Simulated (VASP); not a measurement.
# AlN in VASP: single point with PBE0

Aim: the single point of AlN with PBE0.

Everything below comes from runs of VASP 6.6.1. Logs are shortened: lines on timing, memory, paths and dates and some standing lists are left out, and cuts for length are marked.

## (1) The cell of the first run

The typed cell holds 4 atoms: a = 3.130 Å, b = 3.130 Å, c = 5.017 Å, α = 90.00°, β = 90.00°, γ = 120.00°.

## (2) Single point, PBE0

Input file POSCAR:

```
AlN
1.0
    3.1297569663      0.0000000289      0.0000000000
   -1.5648785082      2.7104490260      0.0000000000
    0.0000000000      0.0000000000      5.0174032534
Al N
2 2
Direct
    0.6671048056      0.3329323773      0.5000247799
    0.3329323766      0.6671048056      1.0000247801
    0.6639230869      0.3360397300      0.8799752205
    0.3360397293      0.6639230869      0.3799752203
```

Input file INCAR.step1:

```
ALGO = Normal ; EDIFF = 1E-5
ENCUT = 520 ; GGA = PE
GGA_COMPAT = F ; ISIF = 2
ISMEAR = -1 ; KPAR = 4
LASPH = T ; LREAL = F
LWAVE = T ; NBANDS = 16
NELM = 120 ; PREC = Accurate
SIGMA = 0.01
```

Input file INCAR.step2:

```
AEXX = 0.25 ; ALGO = Normal
EDIFF = 1E-6 ; ENCUT = 520
GGA = PE ; GGA_COMPAT = F
ISIF = 2 ; ISMEAR = -1
ISTART = 1 ; KPAR = 4
LASPH = T ; LCHARG = T
LHFCALC = T ; LREAL = F
LVHAR = T ; LWAVE = F
NBANDS = 16 ; NELM = 120
PREC = Accurate ; PRECFOCK = Normal
SIGMA = 0.01
```

Input file KPOINTS:

```
k-points
0
Gamma
  8 8 4
```

Potentials or basis: VASP PAW PBE potentials, release 64 (Al, N).

Started as:

```
$ cat potpaw_PBE.64/Al/POTCAR potpaw_PBE.64/N/POTCAR > POTCAR
$ cp INCAR.step1 INCAR
$ mpirun -np 4 vasp_std > vasp.out
$ cp INCAR.step2 INCAR
$ mpirun -np 4 vasp_std > vasp.out
```

OUTCAR:

```text
AEXX = 0.25
   EDIFF = 1E-6
   ENCUT = 520
   GGA = PE
   ISIF = 2
   ISMEAR = -1
   ISTART = 1
   LASPH = T
   LHFCALC = T
   LREAL = F
   NELM = 120
   PREC = Accurate
   PRECFOCK = Normal

 ion  position               nearest neighbor table
   1  0.667  0.333  0.500-   4 1.89   3 1.91   4 1.91   4 1.91   2 3.09   2 3.09   2 3.09   2 3.09
                             2 3.09   2 3.09
   2  0.333  0.667  0.000-   3 1.89   4 1.91   3 1.91   3 1.91   1 3.09   1 3.09   1 3.09   1 3.09
                             1 3.09   1 3.09
   3  0.664  0.336  0.880-   2 1.89   1 1.91   2 1.91   2 1.91
   4  0.336  0.664  0.380-   1 1.89   2 1.91   1 1.91   1 1.91

  LATTYP: Found a hexagonal cell.
 ALAT       =     3.1297569663
 C/A-ratio  =     1.6031287117

  Lattice vectors:

 A1 = (   3.1297569663,   0.0000000289,   0.0000000000)
 A2 = (  -1.5648785082,   2.7104490260,   0.0000000000)
 A3 = (   0.0000000000,   0.0000000000,   5.0174032534)

Analysis of symmetry for initial positions (statically):
=====================================================================
 Subroutine PRICEL returns:
 Original cell was already a primitive cell.

 Routine SETGRP: Setting up the symmetry group for a
 hexagonal supercell.

 Subroutine GETGRP returns: Found  2 space group operations
 (whereof  1 operations were pure point group operations)
 out of a pool of 24 trial point group operations.

The static configuration has the point symmetry C_1 .
 The point group associated with its full space group is C_1h.

Analysis of symmetry for dynamics (positions and initial velocities):
=====================================================================
 Subroutine PRICEL returns:
 Original cell was already a primitive cell.

 Routine SETGRP: Setting up the symmetry group for a
 hexagonal supercell.

 Subroutine GETGRP returns: Found  2 space group operations
 (whereof  1 operations were pure point group operations)
 out of a pool of 24 trial point group operations.

The dynamic configuration has the point symmetry C_1 .
 The point group associated with its full space group is C_1h.

 Subroutine INISYM returns: Found  2 space group operations
 (whereof  1 operations are pure point group operations),
 and found     1 'primitive' translations

----------------------------------------------------------------------------------------

                                     Primitive cell

  volume of cell :      42.5629

  direct lattice vectors                    reciprocal lattice vectors
     3.129756966  0.000000029  0.000000000     0.319513625  0.184471282  0.000000000
    -1.564878508  2.710449026  0.000000000    -0.000000003  0.368942557  0.000000000
     0.000000000  0.000000000  5.017403253     0.000000000  0.000000000  0.199306284

  length of vectors
     3.129756966  3.129756966  5.017403253     0.368942557  0.368942557  0.199306284

  position of ions in fractional coordinates (direct lattice)
     0.667104806  0.332932377  0.500024780
     0.332932377  0.667104806  0.000024780
     0.663923087  0.336039730  0.879975221
     0.336039729  0.663923087  0.379975220

  ion indices of the primitive-cell ions
   primitive index   ion index
                 1           1
                 2           2
                 3           3
                 4           4

----------------------------------------------------------------------------------------

 KPOINTS: k-points

Automatic generation of k-mesh.
 Grid dimensions read from file:
 generate k-points for:    8    8    4

 Generating k-lattice:

  Cartesian coordinates                     Fractional coordinates (reciprocal lattice)
     0.039939203  0.023058910  0.000000000     0.125000000  0.000000000  0.000000000
    -0.000000000  0.046117820  0.000000000     0.000000000  0.125000000  0.000000000
     0.000000000  0.000000000  0.049826571     0.000000000  0.000000000  0.250000000

  Length of vectors
     0.046117820  0.046117820  0.049826571

  Shift w.r.t. Gamma in fractional coordinates (k-lattice)
     0.000000000  0.000000000  0.000000000

 Subroutine IBZKPT returns following result:
 ===========================================

 Found     78 irreducible k-points:

 Following reciprocal coordinates:
            Coordinates               Weight
  0.000000  0.000000  0.000000      1.000000
  0.125000  0.000000  0.000000      4.000000
 -0.125000  0.125000  0.000000      2.000000
  0.250000  0.000000  0.000000      4.000000
 -0.250000  0.250000  0.000000      2.000000
  0.375000  0.000000  0.000000      4.000000
[... 16 lines left out ...]
  0.125000  0.000000  0.250000      4.000000
 -0.125000  0.125000  0.250000      4.000000
 [... further k-points ...]
   k-points           NKPTS =     78   k-points in BZ     NKDIM =    256   number of bands    NBANDS=     16
   number of dos      NEDOS =    301   number of ions     NIONS =      4
   total plane-waves  NPLWV =  23040
   dimension x,y,z NGX =    24 NGY =   24 NGZ =   40
   dimension x,y,z NGXF=    48 NGYF=   48 NGZF=   80
   ions per type =               2   2
   NGX,Y,Z   is equivalent  to a cutoff of  12.75, 12.75, 13.25 a.u.
   NGXF,Y,Z  is equivalent  to a cutoff of  25.50, 25.50, 26.51 a.u.
 SYSTEM =  unknown system
   PREC   = accura    normal or accurate (medium, high low for compatibility)
   ISTART =      1    job   : 0-new  1-cont  2-samecut
   ICHARG =      0    charge: 1-file 2-atom 10-const
   ISPIN  =      1    spin polarized calculation?
   LNONCOLLINEAR =      F non collinear calculations
   LSORBIT =      F    spin-orbit coupling
   LASPH  =      T    aspherical Exc in radial PAW
   ENCUT  =  520.0 eV  38.22 Ry    6.18 a.u.   5.82  5.82  9.33*2*pi/ulx,y,z
   NELM   =    120;   NELMIN=  2; NELMDL=  0     # of ELM steps
   EDIFF  = 0.1E-05   stopping-criterion for ELM
   LREAL  =      F    real-space projection
   EDIFFG = 0.1E-04   stopping-criterion for IOM
   NSW    =      0    number of steps for IOM
   IBRION =     -1    ionic relax: 0-MD 1-quasi-New 2-CG
   NFREE  =      0    steps in history (QN), initial steepest desc. (CG)
   ISIF   =      2    stress and relaxation
   ISYM   =      3    0-nonsym 1-usesym 2-fastsym
   POTIM  = 0.5000    time-step for ionic-motion
   TEBEG  =    0.0;   TEEND  =   0.0 temperature during run
   PSTRESS=    0.0 pullay stress
   NELECT =      16.0000    total number of electrons
   NUPDOWN=      -1.0000    fix difference up-down
   EMIN   =  10.00;   EMAX   =-10.00  energy-range for DOS
   EFERMI =   0.00;   METHOD = LEGACY
   ISMEAR =    -1;   SIGMA  =   0.01  broadening in eV -4-tet -1-fermi 0-gaus
   EFERMI_NEDOS =   21; number of points for ismear=-14 and -15
   IALGO  =     38    algorithm
   IMIX   =      1    mixing-type and parameters
     AMIX     =   0.40;   BMIX     =  1.00
     AMIX_MAG =   1.60;   BMIX_MAG =  1.00
  volume/ion in A,a.u.               =      10.64        71.81
  Fermi-wavevector in a.u.,A,eV,Ry     =   1.181511  2.232733 18.993310  1.395969
  Thomas-Fermi vector in A             =   2.317783
   LORBIT       =      0    0 simple, 1 ext, 2 COOP (PROOUT), +10 PAW based schemes
   GGA     = PE    functional components
   LHFCALC =     T    Hartree Fock is set to
   PRECFOCK=normal    Normal, Fast or Accurate (Low or Medium for compatibility)
   ENCUT4O =  -1.0   cutoff for four orbital integrals eV
   NKREDX  =     1    reduce k-point grid by
   NKREDY  =     1    reduce k-point grid by
   NKREDZ  =     1    reduce k-point grid by
   AEXX    =    0.2500 exact exchange contribution
   HFSCREEN=    0.0000 screening length (either q_TF or 0.3 A-1)
   HFSCREENC=   0.0000 screening length for correlation (either q_TF or 0.3 A-1)
   ENCUTFOCK=  -1.0 apply spherical cutoff to Coloumb kernel
   IVDW    =     0    specifies the selected vdW correction
   LEPSILON=     F    determine dielectric tensor
   LRPA    =     F    only Hartree local field effects (RPA)
 non-spin polarized calculation
  energy-cutoff  :      520.00
  volume of cell :       42.56
 maximum number of plane-waves:      1170
  NGX = 18; NGY = 18; NGZ = 28

 number of electron      15.9999998 magnetization

 Free energy of the ion-electron system (eV)
  ---------------------------------------------------
  ext. energy  EPLUGINS =         0.00000000
  ---------------------------------------------------
  free energy    TOTEN  =       -36.71600669 eV

  energy without entropy =      -36.71600669  energy(sigma->0) =      -36.71600669

 E-fermi :   4.9340     XC(G=0):  -8.5299

 val. band max:        4.6523254298   @ k =   0.0000   0.0000   0.0000
 cond. band min:      10.7877406777   @ k =   0.0000   0.0000   0.0000
 fundamental gap:      6.1354152479
 Fermi energy:         4.9339772888

 k-point     1 :       0.0000    0.0000    0.0000
  band No.  band energies     occupation
      1     -11.9359      2.00000
      2      -9.7073      2.00000
      3      -1.7855      2.00000
      4       3.7077      2.00000
      5       3.7933      2.00000
      6       4.4621      2.00000
[... 8 lines left out ...]
     15      20.0923      0.00000
     16      20.2716      0.00000

 k-point     2 :       0.1250    0.0000    0.0000
  band No.  band energies     occupation
      1     -11.7286      2.00000
      2      -9.5918      2.00000
      3      -1.5305      2.00000
      4       2.8349      2.00000
      5       3.4728      2.00000
      6       3.6108      2.00000
[... 8 lines left out ...]
     15      19.8411      0.00000
     16      20.1377      0.00000

 k-point     3 :      -0.1250    0.1250    0.0000
  band No.  band energies     occupation
      1     -11.7278      2.00000
      2      -9.5927      2.00000
      3      -1.5293      2.00000
      4       2.8038      2.00000
      5       3.5241      2.00000
      6       3.5785      2.00000
[... 8 lines left out ...]
     15      19.9069      0.00000
     16      20.1026      0.00000
[... 362 lines left out ...]
 k-point    23 :       0.1250    0.0000    0.2500
  band No.  band energies     occupation
      1     -11.4869      2.00000
      2     -10.0095      2.00000
      3      -0.7632      2.00000
      4       2.7624      2.00000
      5       3.1188      2.00000
      6       3.5987      2.00000
[... 8 lines left out ...]
     15      19.5415      0.00000
     16      19.7511      0.00000

 k-point    24 :      -0.1250    0.1250    0.2500
  band No.  band energies     occupation
      1     -11.4863      2.00000
      2     -10.0099      2.00000
      3      -0.7647      2.00000
      4       2.7527      2.00000
      5       3.0698      2.00000
      6       3.6467      2.00000
[... 8 lines left out ...]
     15      19.5745      0.00000
     16      19.6859      0.00000

 [... further k-points ...]

------------------------ aborting loop because EDIFF is reached ----------------------------------------

  FORCE on cell =-STRESS in cart. coord.  units (eV):
  Direction    XX          YY          ZZ          XY          YZ          ZX
  --------------------------------------------------------------------------------------
  -------------------------------------------------------------------------------------
  Total       -1.3784390     -1.6183737     -1.2357995     -0.2077895     -0.0008627     -0.0004981
  in kB      -51.8880382    -60.9198067    -46.5187189     -7.8217406     -0.0324734     -0.0187485
  external PRESSURE =     -53.1088546 kB  Pullay stress =       0.0000000 kB

 VOLUME and BASIS-vectors are now :
 -----------------------------------------------------------------------------
  energy-cutoff  :      520.00
  volume of cell :       42.56
      direct lattice vectors                 reciprocal lattice vectors
     3.129756966  0.000000029  0.000000000     0.319513625  0.184471282  0.000000000
    -1.564878508  2.710449026  0.000000000    -0.000000003  0.368942557  0.000000000
     0.000000000  0.000000000  5.017403253     0.000000000  0.000000000  0.199306284

 POSITION                                       TOTAL-FORCE (eV/Angst)
 -----------------------------------------------------------------------------------
      1.56688      0.90240      2.50883         0.112058     -0.066533     -0.093186
     -0.00194      1.80815      0.00012        -0.113649      0.063779     -0.093186
      1.55206      0.91082      4.41519         0.184876     -0.104902      0.093186
      0.01276      1.79953      1.90649        -0.183286      0.107656      0.093186
 -----------------------------------------------------------------------------------
    total drift:                                0.000001      0.000001      0.000331

  FREE ENERGIE OF THE ION-ELECTRON SYSTEM (eV)
  ---------------------------------------------------
  free  energy   TOTEN  =       -36.7160066868 eV

  energy  without entropy=      -36.7160066868  energy(sigma->0) =      -36.71600669
```

Run time: 42 min. Hardware: 4 MPI ranks of Intel Xeon Platinum 8259CL at 2.50GHz (Skylake/Cascade Lake), shared host; peak memory 0.21 GiB.

Results:

- Free energy: -36.7160 eV
- Pressure: -5.3 GPa
- Largest force: 0.232 eV/Å
- Band gap on the k mesh: 6.14 eV

Forces in eV/Å, atoms in the order of the input:
```
Al   0.112 -0.067 -0.093
Al  -0.114  0.064 -0.093
N    0.185 -0.105  0.093
N   -0.183  0.108  0.093
```

Stress tensor (GPa, compression positive):
```
-5.19 -0.78  0.00
-0.78 -6.09  0.00
 0.00  0.00 -4.65
```

Levels at points of the mesh, in eV from the valence-band top:
```
           k point  band 6  band 7  band 8  band 9  band 10  band 11
(0.00, 0.00, 0.00)   -0.19   -0.17    0.00    6.14     8.74    13.07
(0.50, 0.00, 0.00)   -2.25   -1.83   -0.74    7.83     7.90    10.32
(0.50, 0.50, 0.00)   -2.21   -1.95   -0.70    7.85     8.00    10.38
(0.00, 0.00, 0.50)   -0.58   -0.53   -0.53    8.54     8.54    12.63
(0.50, 0.00, 0.50)   -1.57   -1.47   -1.47    7.36     7.36    11.46
(0.50, 0.50, 0.50)   -1.53   -1.43   -1.43    7.30     7.30    11.48
```

Caveat: the cell stands under tension; the PAW data sets were made with another functional, which shifts forces and pressure a little.
